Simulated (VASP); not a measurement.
# Cs4Au (Im-3m) in VASP: further runs

The runs below take Cs4Au through single point, relaxation of cell and atoms, with PBE.

All numbers are computed with VASP 6.6.1; they aren't measurements. Logs are shortened: lines on timing, memory, paths and dates and some standing lists are left out, and cuts for length are marked.

## 1. The cell of the first run

It takes space group Im-3m (No. 229, cubic). The conventional cell has a = 9.506 Å, b = 9.506 Å, c = 9.506 Å, α = 90.00°, β = 90.00°, γ = 90.00°. Within 5.4 Å of Cs (site symmetry -3m) lie 2 Au at 4.12 Å and 6 Cs at 4.75 Å. Au (site symmetry m-3m) has 8 Cs at 4.12 Å within 5.4 Å.

## 2. Single point, PBE (85.91 Å³/atom)

INCAR reads:

```
SYSTEM = Cs4Au
PREC = Accurate
ENCUT = 520
EDIFF = 1E-6
ISMEAR = 0
SIGMA = 0.1
LREAL = .FALSE.
LASPH = .TRUE.
NELM = 60
ALGO = Fast
ISIF = 2
LWAVE = .FALSE.
LCHARG = .FALSE.
GGA = PE
NBANDS = 32
```

KPOINTS reads:

```
regular mesh
0
G
  6 6 6
  0 0 0
```

POSCAR reads:

```
Cs4Au
1.0
   -4.7531754562      4.7531754562      4.7531754562
    4.7531754562     -4.7531754562      4.7531754562
    4.7531754562      4.7531754562     -4.7531754562
Cs Au
4 1
Direct
    0.0000000000      0.0000000000      0.5000000000
    0.5000000000      0.0000000000      0.0000000000
    0.0000000000      0.5000000000      0.0000000000
    0.5000000000      0.5000000000      0.5000000000
    0.0000000000      0.0000000000      0.0000000000
```

Potentials or basis: VASP PAW PBE potentials, release 64 (Cs_sv, Au).

On the command line:

```bash
$ cat potpaw_PBE.64/Cs_sv/POTCAR potpaw_PBE.64/Au/POTCAR > POTCAR
$ mpirun -np 1 vasp_std > vasp.out
```

OUTCAR:

```text
SYSTEM = Cs4Au
   PREC = Accurate
   ENCUT = 520
   EDIFF = 1E-6
   ISMEAR = 0
   LREAL = .FALSE.
   LASPH = .TRUE.
   NELM = 60
   ISIF = 2
   GGA = PE

 ion  position               nearest neighbor table
   1  0.000  0.000  0.500-
   2  0.500  0.000  0.000-
   3  0.000  0.500  0.000-
   4  0.500  0.500  0.500-
   5  0.000  0.000  0.000-

  LATTYP: Found a body centered cubic cell.
 ALAT       =     9.5063509124

  Lattice vectors:

 A1 = (  -4.7531754562,   4.7531754562,   4.7531754562)
 A2 = (   4.7531754562,  -4.7531754562,   4.7531754562)
 A3 = (   4.7531754562,   4.7531754562,  -4.7531754562)

Analysis of symmetry for initial positions (statically):
=====================================================================
 Subroutine PRICEL returns:
 Original cell was already a primitive cell.

 Routine SETGRP: Setting up the symmetry group for a
 body centered cubic supercell.

 Subroutine GETGRP returns: Found 48 space group operations
 (whereof 48 operations were pure point group operations)
 out of a pool of 48 trial point group operations.

The static configuration has the point symmetry O_h .

Analysis of symmetry for dynamics (positions and initial velocities):
=====================================================================
 Subroutine PRICEL returns:
 Original cell was already a primitive cell.

 Routine SETGRP: Setting up the symmetry group for a
 body centered cubic supercell.

 Subroutine GETGRP returns: Found 48 space group operations
 (whereof 48 operations were pure point group operations)
 out of a pool of 48 trial point group operations.

The dynamic configuration has the point symmetry O_h .

 Subroutine INISYM returns: Found 48 space group operations
 (whereof 48 operations are pure point group operations),
 and found     1 'primitive' translations

----------------------------------------------------------------------------------------

                                     Primitive cell

  volume of cell :     429.5478

  direct lattice vectors                    reciprocal lattice vectors
    -4.753175456  4.753175456  4.753175456     0.000000000  0.105192835  0.105192835
     4.753175456 -4.753175456  4.753175456     0.105192835  0.000000000  0.105192835
     4.753175456  4.753175456 -4.753175456     0.105192835  0.105192835  0.000000000

  length of vectors
     8.232741387  8.232741387  8.232741387     0.148765133  0.148765133  0.148765133

  position of ions in fractional coordinates (direct lattice)
     0.000000000  0.000000000  0.500000000
     0.500000000  0.000000000  0.000000000
     0.000000000  0.500000000  0.000000000
     0.500000000  0.500000000  0.500000000
     0.000000000  0.000000000  0.000000000

  ion indices of the primitive-cell ions
   primitive index   ion index
                 1           1
                 2           2
                 3           3
                 4           4
                 5           5

----------------------------------------------------------------------------------------

 KPOINTS: regular mesh

Automatic generation of k-mesh.
 Grid dimensions read from file:
 generate k-points for:    6    6    6

 Generating k-lattice:

  Cartesian coordinates                     Fractional coordinates (reciprocal lattice)
     0.000000000  0.017532139  0.017532139     0.166666667  0.000000000  0.000000000
     0.017532139  0.000000000  0.017532139     0.000000000  0.166666667  0.000000000
     0.017532139  0.017532139  0.000000000     0.000000000  0.000000000  0.166666667

  Length of vectors
     0.024794189  0.024794189  0.024794189

  Shift w.r.t. Gamma in fractional coordinates (k-lattice)
     0.000000000  0.000000000  0.000000000

 Subroutine IBZKPT returns following result:
 ===========================================

 Found     16 irreducible k-points:

 Following reciprocal coordinates:
            Coordinates               Weight
  0.000000  0.000000  0.000000      1.000000
  0.166667  0.000000  0.000000     12.000000
  0.333333  0.000000  0.000000     12.000000
  0.500000  0.000000  0.000000      6.000000
  0.166667  0.166667  0.000000     24.000000
  0.333333  0.166667  0.000000     48.000000
[... 8 lines left out ...]
  0.500000  0.500000  0.333333     12.000000
  0.500000  0.500000  0.500000      1.000000
   k-points           NKPTS =     16   k-points in BZ     NKDIM =     16   number of bands    NBANDS=     32
   number of dos      NEDOS =    301   number of ions     NIONS =      5
   total plane-waves  NPLWV = 262144
   dimension x,y,z NGX =    64 NGY =   64 NGZ =   64
   dimension x,y,z NGXF=   128 NGYF=  128 NGZF=  128
   ions per type =               4   1
   NGX,Y,Z   is equivalent  to a cutoff of  12.92, 12.92, 12.92 a.u.
   NGXF,Y,Z  is equivalent  to a cutoff of  25.85, 25.85, 25.85 a.u.
 SYSTEM =  Cs4Au
   PREC   = accura    normal or accurate (medium, high low for compatibility)
   ISTART =      0    job   : 0-new  1-cont  2-samecut
[... 44 lines left out ...]
 NGX is ok and might be reduce to    64
   NGX = 31   NGY = 31   NGZ = 31

 number of electron      47.0000001 magnetization

 Free energy of the ion-electron system (eV)
  ---------------------------------------------------
  ext. energy  EPLUGINS =         0.00000000
  ---------------------------------------------------
  free energy    TOTEN  =        -6.99062907 eV

  energy without entropy =       -6.96526714  energy(sigma->0) =       -6.97794810

 E-fermi :   0.9646     XC(G=0):  -5.9441

 val. band max:        0.9570081297   @ k =   0.5000   0.0000   0.0000
 cond. band min:       1.0448769625   @ k =  -0.3333   0.3333   0.3333
 fundamental gap:      0.0878688328
 Fermi energy:         0.9645752958

 k-point     1 :       0.0000    0.0000    0.0000
  band No.  band energies     occupation
      1     -22.8672      2.00000
      2     -22.8413      2.00000
      3     -22.8413      2.00000
      4     -22.8413      2.00000
      5      -9.8150      2.00000
      6      -9.8150      2.00000
[... 24 lines left out ...]
     31       2.7290      0.00000
     32       2.7290      0.00000

 k-point     2 :       0.1667    0.0000    0.0000
  band No.  band energies     occupation
      1     -22.8654      2.00000
      2     -22.8431      2.00000
      3     -22.8414      2.00000
      4     -22.8414      2.00000
      5      -9.8097      2.00000
      6      -9.8089      2.00000
[... 24 lines left out ...]
     31       2.8060      0.00000
     32       2.8483      0.00000

 k-point     3 :       0.3333    0.0000    0.0000
  band No.  band energies     occupation
      1     -22.8606      2.00000
      2     -22.8478      2.00000
      3     -22.8414      2.00000
      4     -22.8414      2.00000
      5      -9.8021      2.00000
      6      -9.8007      2.00000
[... 24 lines left out ...]
     31       2.7149      0.00000
     32       3.0259      0.00000

 k-point     4 :       0.5000    0.0000    0.0000
  band No.  band energies     occupation
      1     -22.8542      2.00000
      2     -22.8542      2.00000
      3     -22.8415      2.00000
      4     -22.8414      2.00000
      5      -9.8000      2.00000
      6      -9.7982      2.00000
[... 24 lines left out ...]
     31       2.6282      0.00000
     32       2.8965      0.00000

 k-point     5 :       0.1667    0.1667    0.0000
  band No.  band energies     occupation
      1     -22.8621      2.00000
      2     -22.8446      2.00000
      3     -22.8446      2.00000
      4     -22.8400      2.00000
      5      -9.8059      2.00000
      6      -9.7816      2.00000
[... 304 lines left out ...]
     31       2.8931      0.00000
     32       3.0870      0.00000

 k-point    14 :      -0.3333    0.3333    0.3333
  band No.  band energies     occupation
      1     -22.8573      2.00000
      2     -22.8509      2.00000
      3     -22.8509      2.00000
      4     -22.8320      2.00000
      5      -9.8428      2.00000
      6      -9.8165      2.00000
[... 24 lines left out ...]
     31       2.8203      0.00000
     32       3.1316      0.00000

 k-point    15 :       0.5000    0.5000    0.3333
  band No.  band energies     occupation
      1     -22.8541      2.00000
      2     -22.8541      2.00000
      3     -22.8524      2.00000
      4     -22.8306      2.00000
      5      -9.8429      2.00000
      6      -9.8328      2.00000
[... 24 lines left out ...]
     31       2.9408      0.00000
     32       2.9581      0.00000

 k-point    16 :       0.5000    0.5000    0.5000
  band No.  band energies     occupation
      1     -22.8541      2.00000
      2     -22.8541      2.00000
      3     -22.8541      2.00000
      4     -22.8289      2.00000
      5      -9.8520      2.00000
      6      -9.8520      2.00000
[... 24 lines left out ...]
     31       2.9315      0.00000
     32       2.9315      0.00000

------------------------ aborting loop because EDIFF is reached ----------------------------------------

  FORCE on cell =-STRESS in cart. coord.  units (eV):
  Direction    XX          YY          ZZ          XY          YZ          ZX
  --------------------------------------------------------------------------------------
  -------------------------------------------------------------------------------------
  Total       -0.7847163     -0.7847163     -0.7847163      0.0000000      0.0000000      0.0000000
  in kB       -2.9269257     -2.9269257     -2.9269257      0.0000000      0.0000000      0.0000000
  external PRESSURE =      -2.9269257 kB  Pullay stress =       0.0000000 kB

 VOLUME and BASIS-vectors are now :
 -----------------------------------------------------------------------------
  energy-cutoff  :      520.00
  volume of cell :      429.55
      direct lattice vectors                 reciprocal lattice vectors
    -4.753175456  4.753175456  4.753175456     0.000000000  0.105192835  0.105192835
     4.753175456 -4.753175456  4.753175456     0.105192835  0.000000000  0.105192835
     4.753175456  4.753175456 -4.753175456     0.105192835  0.105192835  0.000000000

 POSITION                                       TOTAL-FORCE (eV/Angst)
 -----------------------------------------------------------------------------------
      2.37659      2.37659     -2.37659        -0.000000      0.000000     -0.000000
     -2.37659      2.37659      2.37659        -0.000000     -0.000000     -0.000000
      2.37659     -2.37659      2.37659         0.000000      0.000000     -0.000000
      2.37659      2.37659      2.37659        -0.000000     -0.000000      0.000000
      0.00000      0.00000      0.00000         0.000000     -0.000000      0.000000
 -----------------------------------------------------------------------------------
    total drift:                                0.000000      0.000000     -0.000000

  FREE ENERGIE OF THE ION-ELECTRON SYSTEM (eV)
  ---------------------------------------------------
  free  energy   TOTEN  =        -6.9906290674 eV

  energy  without entropy=       -6.9652671363  energy(sigma->0) =       -6.97794810
```

It took 2.7 min on 1 thread of Intel Xeon 6975P-C (Granite Rapids), shared host; peak memory 0.67 GiB.

What came out:

```yaml
Free_energy: -6.9906 eV
Pressure: -0.3 GPa
Band_gap_on_the_k_mesh: zero (an odd number of electrons rules out a gap without spin polarisation)
```

Levels at points of the mesh, in eV from the Fermi level:
```
           k point  band 19  band 20  band 21  band 22  band 23  band 24  band 25  band 26  band 27  band 28
(0.00, 0.00, 0.00)    -3.33    -3.29    -3.29    -3.25    -0.99     0.37     0.37     1.56     1.56     1.58
(0.50, 0.00, 0.00)    -3.28    -3.28    -3.27    -2.89    -0.65    -0.01     0.52     0.75     1.15     1.19
(0.50, 0.50, 0.50)    -3.27    -3.27    -3.27    -2.60    -0.23    -0.23    -0.23     0.64     0.64     0.90
```

Caveat: spin-orbit coupling is left out, which moves the levels of the heavy elements.

## 3. Relaxation of cell and atoms, PBE

This run uses another cell than the first one, of 46.22 Å³/atom.

INCAR reads:

```
SYSTEM = Cs4Au
PREC = Accurate ; ENCUT = 600
EDIFF = 1E-7 ; ISMEAR = 0
SIGMA = 0.1 ; LREAL = .FALSE.
LASPH = .TRUE. ; NELM = 100
ALGO = Normal ; ISIF = 3
LWAVE = .FALSE. ; LCHARG = .FALSE.
GGA = PE ; IBRION = 2
NSW = 90 ; EDIFFG = -0.04
```

KPOINTS reads:

```
regular mesh
0
G
  4 4 4
  0 0 0
```

POSCAR, as its differences from that of step 2:

```diff
@@ -2,5 +2,5 @@
 1.0
-   -4.7531754562      4.7531754562      4.7531754562
-    4.7531754562     -4.7531754562      4.7531754562
-    4.7531754562      4.7531754562     -4.7531754562
+   -3.8657604600      3.8657604600      3.8657604600
+    3.8657604600     -3.8657604600      3.8657604600
+    3.8657604600      3.8657604600     -3.8657604600
 Cs Au
```

Potentials or basis: VASP PAW PBE potentials, release 64 (Cs_sv, Au).

On the command line:

```bash
$ cat potpaw_PBE.64/Cs_sv/POTCAR potpaw_PBE.64/Au/POTCAR > POTCAR
$ mpirun -np 1 vasp_std > vasp.out
```

It took 3.9 min on 1 thread of Intel Xeon 6975P-C (Granite Rapids), shared host; peak memory 0.45 GiB.

Results (log left out):

- Free energy: -6.9886 eV
- Relaxed volume: 78.83 Å³/atom
- Relaxed cell: a = 8.000 Å, b = 8.000 Å, c = 8.000 Å, α = 109.47°, β = 109.47°, γ = 109.47°
- Space group after relaxing (to 0.1 Å): Im-3m (No. 229)
- Energy gained by relaxing: 310.7 meV/atom
- Ionic steps: 6
- Pressure after relaxing: 0.0 GPa
- Band gap on the k mesh: zero (an odd number of electrons rules out a gap without spin polarisation)

Step by step:
| step | energy change (eV) | largest force (eV/Å) | pressure (GPa) | volume (Å³) |
| --- | --- | --- | --- | --- |
| 1 | 0.0000 | 0.0000 | 4.72 | 231.08 |
| 2 | -0.9496 | 0.0000 | 2.05 | 279.67 |
| 3 | -1.4549 | 0.0000 | 0.68 | 341.10 |
| 4 | -1.3573 | 0.0000 | -0.54 | 489.69 |
| 5 | -1.5483 | 0.0000 | -0.12 | 406.19 |
| 6 | -1.5536 | 0.0000 | -0.02 | 394.15 |

Final structure:
```xyz
5
Lattice="-4.6189 4.6189 4.6189 4.6189 -4.6189 4.6189 4.6189 4.6189 -4.6189" Properties=species:S:1:pos:R:3 pbc="T T T"
Cs    2.3094    2.3094   -2.3094
Cs   -2.3094    2.3094    2.3094
Cs    2.3094   -2.3094    2.3094
Cs    2.3094    2.3094    2.3094
Au    0.0000    0.0000    0.0000
```

Levels at points of the mesh, in eV from the Fermi level:
```
           k point  band 21  band 22  band 23  band 24  band 25  band 26  band 27  band 28
(0.00, 0.00, 0.00)    -3.48    -3.46    -1.06     0.26     0.26     1.57     1.57     1.64
(0.50, 0.00, 0.00)    -3.44    -3.02    -0.67    -0.01     0.47     0.76     1.12     1.25
(0.50, 0.50, 0.50)    -3.44    -2.68    -0.27    -0.27    -0.27     0.82     0.82     0.82
```

Caveat: the volume moved by over 15 % at a fixed basis, so the end points are rough; spin-orbit coupling is left out, which moves the levels of the heavy elements.

## 4. Relaxation of cell and atoms, PBE

This run uses another cell than the first one, of 75.18 Å³/atom.

INCAR reads:

```
SYSTEM = Cs4Au
PREC     = Accurate       ! precision mode
ENCUT    = 600            ! plane-wave cutoff, eV
EDIFF    = 1E-7           ! SCF threshold, eV
ISMEAR   = 0              ! smearing method
SIGMA    = 0.1            ! smearing width, eV
LREAL    = .FALSE.        ! projectors in reciprocal space
LASPH    = .TRUE.         ! aspherical terms in the spheres
NELM     = 100            ! most SCF steps
ALGO     = Fast           ! electronic algorithm
ISIF     = 3              ! what is computed and relaxed
LWAVE    = .FALSE.        ! write WAVECAR
LCHARG   = .FALSE.        ! write CHGCAR
GGA      = PE             ! functional
IBRION   = 2              ! ionic algorithm
NSW      = 100            ! ionic steps
EDIFFG   = -0.01          ! ionic threshold
```

KPOINTS reads:

```
Automatic mesh
0
G
  6 6 6
  0 0 0
```

POSCAR, as its differences from that of step 3:

```diff
@@ -2,5 +2,5 @@
 1.0
-   -3.8657604600      3.8657604600      3.8657604600
-    3.8657604600     -3.8657604600      3.8657604600
-    3.8657604600      3.8657604600     -3.8657604600
+   -4.5465177343      4.5465177343      4.5465177343
+    4.5465177343     -4.5465177343      4.5465177343
+    4.5465177343      4.5465177343     -4.5465177343
 Cs Au
```

On the command line:

```bash
$ cat potpaw_PBE.64/Cs_sv/POTCAR potpaw_PBE.64/Au/POTCAR > POTCAR
$ mpirun -np 1 vasp_std > vasp.out
```

Wall time 16 min (1 thread of Intel Xeon 6975P-C (Granite Rapids), shared host); peak memory 0.67 GiB.

Results (log left out):

```
Free energy                           : -7.0250 eV
Relaxed volume                        : 78.13 Å³/atom
Relaxed cell                          : a = 7.976 Å, b = 7.976 Å, c = 7.976 Å, α = 109.47°, β = 109.47°, γ = 109.47°
Space group after relaxing (to 0.1 Å) : Im-3m (No. 229)
Energy gained by relaxing             : 1.6 meV/atom
Ionic steps                           : 4
Pressure after relaxing               : 0.0 GPa
Band gap on the k mesh                : zero (an odd number of electrons rules out a gap without spin polarisation)
```

Step by step:
| step | energy change (eV) | largest force (eV/Å) | pressure (GPa) | volume (Å³) |
| --- | --- | --- | --- | --- |
| 1 | 0.0000 | 0.0000 | 0.17 | 375.92 |
| 2 | -0.0040 | 0.0000 | 0.12 | 380.18 |
| 3 | -0.0062 | 0.0000 | 0.08 | 383.66 |
| 4 | -0.0080 | 0.0000 | 0.01 | 390.67 |

Final structure:
```
CELL_PARAMETERS angstrom
-4.60522 4.60522 4.60522
4.60522 -4.60522 4.60522
4.60522 4.60522 -4.60522
ATOMIC_POSITIONS crystal
Cs 0.00000 0.00000 0.50000
Cs 0.50000 0.00000 0.00000
Cs 0.00000 0.50000 0.00000
Cs 0.50000 0.50000 0.50000
Au 0.00000 0.00000 0.00000
```

Levels at points of the mesh, in eV from the Fermi level:
```csv
k point,band 19,band 20,band 21,band 22,band 23,band 24,band 25,band 26,band 27,band 28
"(0.00, 0.00, 0.00)",-3.51,-3.47,-3.47,-3.45,-1.07,0.25,0.25,1.57,1.57,1.65
"(0.50, 0.00, 0.00)",-3.45,-3.45,-3.43,-3.00,-0.67,-0.01,0.47,0.78,1.12,1.25
"(0.50, 0.50, 0.50)",-3.42,-3.42,-3.42,-2.65,-0.26,-0.26,-0.26,0.71,0.71,0.82
```

Caveat: spin-orbit coupling is left out, which moves the levels of the heavy elements.

## 5. Overview

```csv
task,cell,k mesh,cutoff (eV),gap on the mesh (eV),pressure (GPa),relaxed volume (Å³/atom)
single point,"a = 8.233 Å, angles 109.5°, 5 atoms",6 × 6 × 6,520,none,-0.3,-
relaxation of cell and atoms,"relaxed from a = 6.696 Å, angles 109.5°, 5 atoms",4 × 4 × 4,600,none,0.0,78.83
relaxation of cell and atoms,"relaxed from a = 7.875 Å, angles 109.5°, 5 atoms",6 × 6 × 6,600,none,0.0,78.13
```

Alike in all rows: level PBE; potentials or basis VASP PAW PBE potentials, release 64 (Cs_sv, Au); no spin polarisation; smearing gaussian 0.1 eV.

Caveats: spin-orbit coupling is left out, which moves the levels of the heavy elements; the volume moved by over 15 % at a fixed basis, so the end points are rough (at least some runs).

Absolute energies hang on the potentials; compare differences alone.

The gap in the log of VASP goes by the Fermi energy; the results here count the filled bands.